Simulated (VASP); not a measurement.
Ge:

```xyz
3
Lattice="4.7727 0.0000 0.0000 -2.3864 4.1333 0.0000 0.0000 0.0000 2.9257" Properties=species:S:1:pos:R:3 pbc="T T T"
Ge    0.0000    0.0000    0.0000
Ge    0.0000    2.7555    1.4628
Ge    2.3864    1.3778    1.4628
```

This isn't the form of Ge at room conditions, which is diamond.

```yaml
Program: VASP 6.6.1
Task: relaxation of cell and atoms
Functional: RPBE
Potentials_or_basis: VASP PAW PBE potentials, release 64 (Ge_d)
Cutoff: 600 eV
k_mesh: 8 × 8 × 11
Occupations: fermi-dirac, width 0.1 eV
Spin: no spin polarisation
```

At the start: pressure 2.6 GPa; volume 19.24 Å³/atom.

Question: Where does the relaxation end?

Answer: Over 7 steps the energy falls by 22.7 meV/atom and the volume is 19.86 Å³/atom (+3.2 %); space group P6/mmm (No. 191, to 0.1 Å) before and after.

Step by step:
```csv
step,energy change (eV),largest force (eV/Å),pressure (GPa),volume (Å³)
1,0.0000,0.0000,2.63,57.72
2,-0.0417,0.0000,-0.24,60.38
3,-0.0436,0.0000,-1.23,61.33
4,-0.0610,0.0000,-1.21,61.01
5,-0.0642,0.0000,-1.05,60.83
6,-0.0681,0.0000,0.08,59.46
7,-0.0682,0.0000,0.02,59.58
```

Final structure:
```
Ge
1.0
     4.94569    0.00000    0.00000
    -2.47284    4.28309    0.00000
     0.00000    0.00000    2.81260
Ge
3
Direct
  0.00000 0.00000 0.00000
  0.33333 0.66667 0.50000
  0.66667 0.33333 0.50000
```

Caveat: the PAW data sets were made with another functional, which shifts forces and pressure a little.
